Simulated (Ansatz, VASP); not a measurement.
AlN in VASP and in Ansatz

File INCAR:

```
SYSTEM = AlN
  PREC = Accurate
  ENCUT = 520
  EDIFF = 1E-6
  ISMEAR = 0
  SIGMA = 0.02
  LREAL = .FALSE.
  LASPH = .TRUE.
  NELM = 60
  ALGO = Normal
  ISIF = 2
  LWAVE = .FALSE.
  LCHARG = .TRUE.
  GGA = PE
  LELF = .TRUE.
  LVHAR = .TRUE.
  NBANDS = 11
```

Contents of KPOINTS:

```
regular mesh
0
G
  10 10 10
  0 0 0
```

The input POSCAR:

```
AlN
1.0
    0.1627614400      2.1753676811      2.1753676811
    2.1753676811      0.1627614400      2.1753676811
    2.1753676811      2.1753676811      0.1627614400
Al N
1 1
Direct
    0.5212833065      0.5212833065      0.5212833065
   -0.0212833065     -0.0212833065     -0.0212833065
```

Input for Ansatz:

```yaml
crystal:
  lattice:
    - [0.16276144, 2.1753676811, 2.1753676811]
    - [2.1753676811, 0.16276144, 2.1753676811]
    - [2.1753676811, 2.1753676811, 0.16276144]
  atoms:
    - { symbol: Al, position: [0.5212833065, 0.5212833065, 0.5212833065] }
    - { symbol: "N", position: [-0.0212833065, -0.0212833065, -0.0212833065] }
basis:
  ecutwfc: 420
kpoints:
  mp_grid: { grid: [10, 10, 10] }
hamiltonian:
  xc: pbe
scf:
  occupations: { method: gaussian, width: 0.02 }
output:
  forces: true
  stress: true
  eigenvalues: true
  populations: true
```

Alike in both runs: task single point; functional PBE; k mesh 10 × 10 × 10; occupations gaussian, width 0.02 eV; no spin polarisation.

|  | VASP | Ansatz |
| --- | --- | --- |
| version | VASP 6.6.1 | Ansatz 0.2.0 |
| potentials or method | VASP PAW PBE potentials, release 64 (Al, N), cutoff 520 eV | scalar-relativistic, plane waves, PAW |
| valence electrons in the cell | 8 | 8 |

```csv
,VASP,Ansatz,Ansatz less VASP
gap on the k mesh at the Fermi level (eV),2.77,2.79,+0.021
least direct gap on the mesh (eV),3.25,3.25,-0.003
pressure (GPa),-1.7,-1.5,+0.21
"traceless stress, the component that is largest in VASP (GPa)",-19.70,-19.63,+0.069
rms of the force components (eV/Å),0.529,0.529,-0.0004
```

Atom by atom the forces differ by 0.000 eV/Å (rms over components).
